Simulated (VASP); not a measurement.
# Sn (Im-3m) in VASP: a series of runs

Runs on Sn. Level: PBEsol. Tasks: single point.

Program: VASP 6.6.1. These are calculated values, not measurements. Logs are shortened: lines on timing, memory, paths and dates and some standing lists are left out, and cuts for length are marked.

### Step 1. The cell of the first run

The structure is cubic, space group Im-3m (No. 229). Conventional cell: a = 3.789 Å, b = 3.789 Å, c = 3.789 Å, α = 90.00°, β = 90.00°, γ = 90.00°. Within 4.3 Å of Sn (site symmetry m-3m) lie 14 Sn at 3.28 to 3.79 Å.

### Step 2. Single point, PBEsol

INCAR

```
SYSTEM = Sn
ALGO = Normal ; EDIFF = 1E-7
ENCUT = 520 ; GGA = PS
ISIF = 2 ; ISMEAR = -1
LASPH = .TRUE. ; LCHARG = .FALSE.
LREAL = .FALSE. ; LWAVE = .FALSE.
NBANDS = 13 ; NELM = 80
PREC = Accurate ; SIGMA = 0.1
```

KPOINTS

```
k-points
0
G
  11 11 11
  0 0 0
```

POSCAR

```
Sn
1.0
   -1.8946518200      1.8946518200      1.8946518200
    1.8946518200     -1.8946518200      1.8946518200
    1.8946518200      1.8946518200     -1.8946518200
Sn
1
Direct
    0.0000000000      0.0000000000      0.0000000000
```

Potentials or basis: VASP PAW PBE potentials, release 64 (Sn_d).

Launch:

```sh
$ cat potpaw_PBE.64/Sn_d/POTCAR > POTCAR
$ mpirun -np 1 vasp_std > vasp.out
```

OUTCAR:

```text
SYSTEM = Sn
   EDIFF = 1E-7
   ENCUT = 520
   GGA = PS
   ISIF = 2
   ISMEAR = -1
   LASPH = .TRUE.
   LREAL = .FALSE.
   NELM = 80
   PREC = Accurate

 ion  position               nearest neighbor table
   1  0.000  0.000  0.000-

  LATTYP: Found a body centered cubic cell.
 ALAT       =     3.7893036400

  Lattice vectors:

 A1 = (  -1.8946518200,   1.8946518200,   1.8946518200)
 A2 = (   1.8946518200,  -1.8946518200,   1.8946518200)
 A3 = (   1.8946518200,   1.8946518200,  -1.8946518200)

Analysis of symmetry for initial positions (statically):
=====================================================================
 Subroutine PRICEL returns:
 Original cell was already a primitive cell.

 Routine SETGRP: Setting up the symmetry group for a
 body centered cubic supercell.

 Subroutine GETGRP returns: Found 48 space group operations
 (whereof 48 operations were pure point group operations)
 out of a pool of 48 trial point group operations.

The static configuration has the point symmetry O_h .

Analysis of symmetry for dynamics (positions and initial velocities):
=====================================================================
 Subroutine PRICEL returns:
 Original cell was already a primitive cell.

 Routine SETGRP: Setting up the symmetry group for a
 body centered cubic supercell.

 Subroutine GETGRP returns: Found 48 space group operations
 (whereof 48 operations were pure point group operations)
 out of a pool of 48 trial point group operations.

The dynamic configuration has the point symmetry O_h .

 Subroutine INISYM returns: Found 48 space group operations
 (whereof 48 operations are pure point group operations),
 and found     1 'primitive' translations

----------------------------------------------------------------------------------------

                                     Primitive cell

  volume of cell :      27.2050

  direct lattice vectors                    reciprocal lattice vectors
    -1.894651820  1.894651820  1.894651820     0.000000000  0.263900731  0.263900731
     1.894651820 -1.894651820  1.894651820     0.263900731  0.000000000  0.263900731
     1.894651820  1.894651820 -1.894651820     0.263900731  0.263900731  0.000000000

  length of vectors
     3.281633215  3.281633215  3.281633215     0.373211993  0.373211993  0.373211993

  position of ions in fractional coordinates (direct lattice)
     0.000000000  0.000000000  0.000000000

  ion indices of the primitive-cell ions
   primitive index   ion index
                 1           1

----------------------------------------------------------------------------------------

 KPOINTS: k-points

Automatic generation of k-mesh.
 Grid dimensions read from file:
 generate k-points for:   11   11   11

 Generating k-lattice:

  Cartesian coordinates                     Fractional coordinates (reciprocal lattice)
     0.000000000  0.023990976  0.023990976     0.090909091  0.000000000  0.000000000
     0.023990976  0.000000000  0.023990976     0.000000000  0.090909091  0.000000000
     0.023990976  0.023990976  0.000000000     0.000000000  0.000000000  0.090909091

  Length of vectors
     0.033928363  0.033928363  0.033928363

  Shift w.r.t. Gamma in fractional coordinates (k-lattice)
     0.000000000  0.000000000  0.000000000

 Subroutine IBZKPT returns following result:
 ===========================================

 Found     56 irreducible k-points:

 Following reciprocal coordinates:
            Coordinates               Weight
  0.000000  0.000000  0.000000      1.000000
  0.090909  0.000000  0.000000     12.000000
  0.181818  0.000000  0.000000     12.000000
  0.272727  0.000000  0.000000     12.000000
  0.363636  0.000000  0.000000     12.000000
  0.454545  0.000000  0.000000     12.000000
[... 16 lines left out ...]
  0.272727  0.181818  0.090909     48.000000
  0.363636  0.181818  0.090909     24.000000
 [... further k-points ...]
   k-points           NKPTS =     56   k-points in BZ     NKDIM =     56   number of bands    NBANDS=     13
   number of dos      NEDOS =    301   number of ions     NIONS =      1
   total plane-waves  NPLWV =  13824
   dimension x,y,z NGX =    24 NGY =   24 NGZ =   24
   dimension x,y,z NGXF=    48 NGYF=   48 NGZF=   48
   ions per type =               1
   NGX,Y,Z   is equivalent  to a cutoff of  12.16, 12.16, 12.16 a.u.
   NGXF,Y,Z  is equivalent  to a cutoff of  24.32, 24.32, 24.32 a.u.
 SYSTEM =  Sn
   PREC   = accura    normal or accurate (medium, high low for compatibility)
   ISTART =      0    job   : 0-new  1-cont  2-samecut
   ICHARG =      2    charge: 1-file 2-atom 10-const
   ISPIN  =      1    spin polarized calculation?
   LNONCOLLINEAR =      F non collinear calculations
   LSORBIT =      F    spin-orbit coupling
   LASPH  =      T    aspherical Exc in radial PAW
   ENCUT  =  520.0 eV  38.22 Ry    6.18 a.u.   6.10  6.10  6.10*2*pi/ulx,y,z
   NELM   =     80;   NELMIN=  2; NELMDL= -5     # of ELM steps
   EDIFF  = 0.1E-06   stopping-criterion for ELM
   LREAL  =      F    real-space projection
   EDIFFG = 0.1E-05   stopping-criterion for IOM
   NSW    =      0    number of steps for IOM
   IBRION =     -1    ionic relax: 0-MD 1-quasi-New 2-CG
   NFREE  =      0    steps in history (QN), initial steepest desc. (CG)
   ISIF   =      2    stress and relaxation
   ISYM   =      2    0-nonsym 1-usesym 2-fastsym
   POTIM  = 0.5000    time-step for ionic-motion
   TEBEG  =    0.0;   TEEND  =   0.0 temperature during run
   PSTRESS=    0.0 pullay stress
   NELECT =      14.0000    total number of electrons
   NUPDOWN=      -1.0000    fix difference up-down
   EMIN   =  10.00;   EMAX   =-10.00  energy-range for DOS
   EFERMI =   0.00;   METHOD = LEGACY
   ISMEAR =    -1;   SIGMA  =   0.10  broadening in eV -4-tet -1-fermi 0-gaus
   EFERMI_NEDOS =   21; number of points for ismear=-14 and -15
   IALGO  =     38    algorithm
   IMIX   =      4    mixing-type and parameters
     AMIX     =   0.40;   BMIX     =  1.00
     AMIX_MAG =   1.60;   BMIX_MAG =  1.00
  volume/ion in A,a.u.               =      27.20       183.59
  Fermi-wavevector in a.u.,A,eV,Ry     =   1.311902  2.479136 23.416813  1.721087
  Thomas-Fermi vector in A             =   2.442332
   LORBIT       =      0    0 simple, 1 ext, 2 COOP (PROOUT), +10 PAW based schemes
[... 41 lines left out ...]
     11      20.0372      0.00000
     12      20.0372      0.00000
     13      20.6648      0.00000

 k-point     2 :       0.0909    0.0000    0.0000
  band No.  band energies     occupation
      1     -13.5254      2.00000
      2     -13.5164      2.00000
      3     -13.5044      2.00000
      4     -13.3862      2.00000
      5     -13.3826      2.00000
      6      -2.9932      2.00000
      7      14.3887      0.00000
      8      15.1922      0.00000
      9      15.6234      0.00000
     10      18.5860      0.00000
     11      18.9163      0.00000
     12      19.7240      0.00000
     13      21.3444      0.00000

 k-point     3 :       0.1818    0.0000    0.0000
  band No.  band energies     occupation
      1     -13.5352      2.00000
      2     -13.5043      2.00000
      3     -13.4574      2.00000
      4     -13.3955      2.00000
      5     -13.3840      2.00000
      6      -2.4521      2.00000
      7      11.5796      0.00000
      8      13.9578      0.00000
      9      14.9974      0.00000
     10      17.4520      0.00000
     11      17.8271      0.00000
     12      19.7827      0.00000
     13      21.7896      0.00000

 k-point     4 :       0.2727    0.0000    0.0000
  band No.  band energies     occupation
      1     -13.5481      2.00000
      2     -13.4960      2.00000
      3     -13.4011      2.00000
      4     -13.3952      2.00000
      5     -13.3856      2.00000
      6      -1.5517      2.00000
      7       8.7088      0.00076
      8      12.8225      0.00000
      9      14.2702      0.00000
     10      16.6572      0.00000
     11      17.0159      0.00000
     12      20.4593      0.00000
     13      22.3522      0.00000

 k-point     5 :       0.3636    0.0000    0.0000
  band No.  band energies     occupation
      1     -13.5599      2.00000
      2     -13.4986      2.00000
      3     -13.3972      2.00000
      4     -13.3871      2.00000
      5     -13.3373      2.00000
      6      -0.3118      2.00000
      7       6.0918      2.00000
      8      11.9981      0.00000
      9      13.6929      0.00000
     10      16.1460      0.00000
     11      16.4806      0.00000
     12      21.5422      0.00000
     13      23.0650      0.00000

 k-point     6 :       0.4545    0.0000    0.0000
  band No.  band energies     occupation
      1     -13.5669      2.00000
      2     -13.5042      2.00000
      3     -13.3911      2.00000
      4     -13.3880      2.00000
      5     -13.3024      2.00000
      6       1.1122      2.00000
      7       3.9660      2.00000
      8      11.5685      0.00000
      9      13.3831      0.00000
     10      15.8967      0.00000
     11      16.2148      0.00000
     12      22.6520      0.00000
     13      23.7487      0.00000

 k-point     7 :       0.0909    0.0909    0.0000
  band No.  band energies     occupation
      1     -13.5264      2.00000
      2     -13.5144      2.00000
      3     -13.4711      2.00000
      4     -13.3931      2.00000
      5     -13.3836      2.00000
      6      -2.6326      2.00000
      7      12.6445      0.00000
      8      13.9029      0.00000
      9      14.8759      0.00000
     10      18.2718      0.00000
     11      18.3032      0.00000
     12      19.8393      0.00000
     13      21.6220      0.00000
[... 193 lines left out ...]
 k-point    20 :       0.3636    0.0909    0.0909
  band No.  band energies     occupation
      1     -13.5515      2.00000
      2     -13.4907      2.00000
      3     -13.3904      2.00000
      4     -13.3878      2.00000
      5     -13.3279      2.00000
      6       1.4097      2.00000
      7       4.3341      2.00000
      8       9.5908      0.00000
      9      11.0394      0.00000
     10      18.5995      0.00000
     11      19.0955      0.00000
     12      23.1246      0.00000
     13      24.0814      0.00000

 k-point    21 :      -0.0909    0.0909    0.0909
  band No.  band energies     occupation
      1     -13.5103      2.00000
      2     -13.5103      2.00000
      3     -13.5055      2.00000
      4     -13.3943      2.00000
      5     -13.3807      2.00000
      6      -2.8131      2.00000
      7      14.1573      0.00000
      8      14.4892      0.00000
      9      14.4892      0.00000
     10      17.7385      0.00000
     11      19.3751      0.00000
     12      19.3751      0.00000
     13      20.8793      0.00000

 k-point    22 :       0.1818    0.1818    0.0909
  band No.  band energies     occupation
      1     -13.5321      2.00000
      2     -13.5022      2.00000
      3     -13.3955      2.00000
      4     -13.3903      2.00000
      5     -13.3564      2.00000
      6      -0.1401      2.00000
      7       7.2949      1.99618
      8       9.2594      0.00000
      9      10.8011      0.00000
     10      20.2008      0.00000
     11      20.7061      0.00000
     12      22.2029      0.00000
     13      23.3802      0.00000

 k-point    23 :       0.2727    0.1818    0.0909
  band No.  band energies     occupation
      1     -13.5338      2.00000
      2     -13.4806      2.00000
      3     -13.3928      2.00000
      4     -13.3911      2.00000
      5     -13.3519      2.00000
      6       1.1680      2.00000
      7       5.5962      2.00000
      8       8.1134      0.25424
      9      10.2483      0.00000
     10      20.1763      0.00000
     11      21.6150      0.00000
     12      22.4679      0.00000
     13      24.5532      0.00000

 k-point    24 :       0.3636    0.1818    0.0909
  band No.  band energies     occupation
      1     -13.5348      2.00000
      2     -13.4701      2.00000
      3     -13.3918      2.00000
      4     -13.3883      2.00000
      5     -13.3554      2.00000
      6       2.1052      2.00000
      7       4.4492      2.00000
      8       7.7963      1.55260
      9      10.0697      0.00000
     10      20.0796      0.00000
     11      21.8746      0.00000
     12      23.2379      0.00000
     13      23.7514      0.00000

 [... further k-points ...]
[... 5 lines left out ...]
  --------------------------------------------------------------------------------------
  -------------------------------------------------------------------------------------
  Total       -0.3006362     -0.3006362     -0.3006362      0.0000000     -0.0000000      0.0000000
  in kB      -17.7053149    -17.7053149    -17.7053149      0.0000000     -0.0000000      0.0000000
  external PRESSURE =     -17.7053149 kB  Pullay stress =       0.0000000 kB

 VOLUME and BASIS-vectors are now :
 -----------------------------------------------------------------------------
  energy-cutoff  :      520.00
  volume of cell :       27.20
      direct lattice vectors                 reciprocal lattice vectors
    -1.894651820  1.894651820  1.894651820     0.000000000  0.263900731  0.263900731
     1.894651820 -1.894651820  1.894651820     0.263900731  0.000000000  0.263900731
     1.894651820  1.894651820 -1.894651820     0.263900731  0.263900731  0.000000000

 POSITION                                       TOTAL-FORCE (eV/Angst)
 -----------------------------------------------------------------------------------
      0.00000      0.00000      0.00000         0.000000     -0.000000      0.000000
 -----------------------------------------------------------------------------------
    total drift:                               -0.000000      0.000000      0.000000

  FREE ENERGIE OF THE ION-ELECTRON SYSTEM (eV)
  ---------------------------------------------------
  free  energy   TOTEN  =        -4.2272234461 eV

  energy  without entropy=       -4.2072687841  energy(sigma->0) =       -4.21724612
```

Wall time 7.5 s (1 thread of Intel Xeon Platinum 8488C (Sapphire Rapids), shared host); peak memory 0.14 GiB.

Results:

- Free energy: -4.2272 eV
- Pressure: -1.8 GPa
- Band gap on the k mesh: zero (band 7 reaches 15.86 eV, above the bottom of band 8 at 5.54 eV)

Caveat: the PAW data sets were made with another functional, which shifts forces and pressure a little; spin-orbit coupling is left out, which moves the levels of the heavy elements.

### Step 3. Single point, PBEsol

This run uses another cell than the first one, of 28.29 Å³/atom, 1.040 times its volume.

INCAR

```
PREC     = Accurate       # precision mode
ENCUT    = 520            # plane-wave cutoff, eV
EDIFF    = 1E-6           # SCF threshold, eV
ISMEAR   = -1             # smearing method
SIGMA    = 0.1            # smearing width, eV
LREAL    = F              # projectors in reciprocal space
LASPH    = T              # aspherical terms in the spheres
NELM     = 80             # most SCF steps
ALGO     = Normal         # electronic algorithm
ISIF     = 2              # what is computed and relaxed
LWAVE    = F              # write WAVECAR
LCHARG   = T              # write CHGCAR
GGA      = PS             # functional
LELF     = T              # ELF
LVHAR    = T            
NBANDS   = 13             # bands
```

KPOINTS

```
regular mesh
0
Gamma
  11 11 11
```

POSCAR

```
Sn
1.0
   -1.9195843084      1.9195843084      1.9195843084
    1.9195843084     -1.9195843084      1.9195843084
    1.9195843084      1.9195843084     -1.9195843084
Sn
1
Direct
    0.0000000000      0.0000000000      0.0000000000
```

Potentials or basis: VASP PAW PBE potentials, release 64 (Sn_d).

Launch:

```sh
$ cat potpaw_PBE.64/Sn_d/POTCAR > POTCAR
$ mpirun -np 1 vasp_std > vasp.out
```

It took 14 s on 1 thread of Intel Xeon Platinum 8488C (Sapphire Rapids), shared host; peak memory 0.16 GiB.

The run converged. Its results:

```yaml
Free_energy: -4.2098 eV
Pressure: -3.4 GPa
Band_gap_on_the_k_mesh: zero (band 7 reaches 15.04 eV, above the bottom of band 8 at 5.19 eV)
```

Levels at points of the mesh, in eV from the Fermi level:
| k point | band 4 | band 5 | band 6 | band 7 | band 8 | band 9 | band 10 | band 11 |
| --- | --- | --- | --- | --- | --- | --- | --- | --- |
| (0.00, 0.00, 0.00) | -21.31 | -21.31 | -10.82 | 7.58 | 7.58 | 7.58 | 12.03 | 12.03 |

Caveat: the PAW data sets were made with another functional, which shifts forces and pressure a little; spin-orbit coupling is left out, which moves the levels of the heavy elements.

### Step 4. Single point, PBEsol

This run uses another cell than the first one, of 29.38 Å³/atom, 1.080 times its volume.

INCAR

```
SYSTEM = Sn
ALGO = Normal
EDIFF = 1E-7
ENCUT = 520
GGA = PS
ISIF = 2
ISMEAR = -1
LASPH = .TRUE.
LCHARG = .FALSE.
LREAL = .FALSE.
LWAVE = .FALSE.
NBANDS = 13
NELM = 100
PREC = Accurate
SIGMA = 0.1
```

KPOINTS

```
k-points
0
G
  11 11 11
  0 0 0
```

POSCAR

```
Sn
1.0
   -1.9438854237      1.9438854237      1.9438854237
    1.9438854237     -1.9438854237      1.9438854237
    1.9438854237      1.9438854237     -1.9438854237
Sn
1
Direct
    0.0000000000      0.0000000000      0.0000000000
```

Launch:

```sh
$ cat potpaw_PBE.64/Sn_d/POTCAR > POTCAR
$ mpirun -np 1 vasp_std > vasp.out
```

Wall time 17 s (1 thread of Intel Xeon Platinum 8488C (Sapphire Rapids), shared host); peak memory 0.16 GiB.

The run converged. Its results:

```
Free energy            : -4.1823 eV
Pressure               : -4.8 GPa
Band gap on the k mesh : zero (band 7 reaches 14.28 eV, above the bottom of band 8 at 4.88 eV)
```

Levels at points of the mesh, in eV from the Fermi level:
```
           k point  band 3  band 4  band 5  band 6  band 7  band 8  band 9  band 10  band 11  band 12
(0.00, 0.00, 0.00)  -21.42  -21.31  -21.31  -10.57    7.25    7.25    7.25    11.93    11.93    11.93
```

Caveat: the PAW data sets were made with another functional, which shifts forces and pressure a little; spin-orbit coupling is left out, which moves the levels of the heavy elements.

### Step 5. Single point, PBEsol

This run uses another cell than the first one, of 30.47 Å³/atom, 1.120 times its volume.

INCAR

```
SYSTEM = Sn
  PREC = Accurate
  ENCUT = 520
  EDIFF = 1E-6
  ISMEAR = -1
  SIGMA = 0.1
  LREAL = .False.
  LASPH = .True.
  NELM = 80
  ALGO = Normal
  ISIF = 2
  LWAVE = .False.
  LCHARG = .False.
  GGA = PS
  NBANDS = 13
```

KPOINTS

```
regular mesh
0
Gamma
  11 11 11
  0 0 0
```

POSCAR

```
Sn
1.0
   -1.9675936801      1.9675936801      1.9675936801
    1.9675936801     -1.9675936801      1.9675936801
    1.9675936801      1.9675936801     -1.9675936801
Sn
1
Direct
    0.0000000000      0.0000000000      0.0000000000
```

Launch:

```sh
$ cat potpaw_PBE.64/Sn_d/POTCAR > POTCAR
$ mpirun -np 1 vasp_std > vasp.out
```

It took 12 s on 1 thread of Intel Xeon Platinum 8488C (Sapphire Rapids), shared host; peak memory 0.16 GiB.

Results (log left out):

| Quantity | Value |
| --- | --- |
| Free energy | -4.1468 eV |
| Pressure | -5.8 GPa |
| Band gap on the k mesh | zero (band 7 reaches 13.58 eV, above the bottom of band 8 at 4.58 eV) |

Levels at points of the mesh, in eV from the Fermi level:
```tsv
k point	band 4	band 5	band 6	band 7	band 8	band 9	band 10	band 11
(0.00, 0.00, 0.00)	-21.32	-21.32	-10.34	6.93	6.93	6.93	11.84	11.84
```

Caveat: the PAW data sets were made with another functional, which shifts forces and pressure a little; spin-orbit coupling is left out, which moves the levels of the heavy elements.

### Step 6. The runs side by side

| cell | gap on the mesh (eV) | pressure (GPa) |
| --- | --- | --- |
| a = 3.282 Å, angles 109.5°, 1 atom | none | -1.8 |
| a = 3.325 Å, angles 109.5°, 1 atom | none | -3.4 |
| a = 3.367 Å, angles 109.5°, 1 atom | none | -4.8 |
| a = 3.408 Å, angles 109.5°, 1 atom | none | -5.8 |

Alike in all rows: task single point; level PBEsol; potentials or basis VASP PAW PBE potentials, release 64 (Sn_d); no spin polarisation; k mesh 11 × 11 × 11; cutoff (eV) 520; smearing fermi-dirac 0.1 eV.

Caveats: the PAW data sets were made with another functional, which shifts forces and pressure a little; spin-orbit coupling is left out, which moves the levels of the heavy elements.

Total energies depend on the potentials used, so only differences within one code and one set of settings carry meaning.
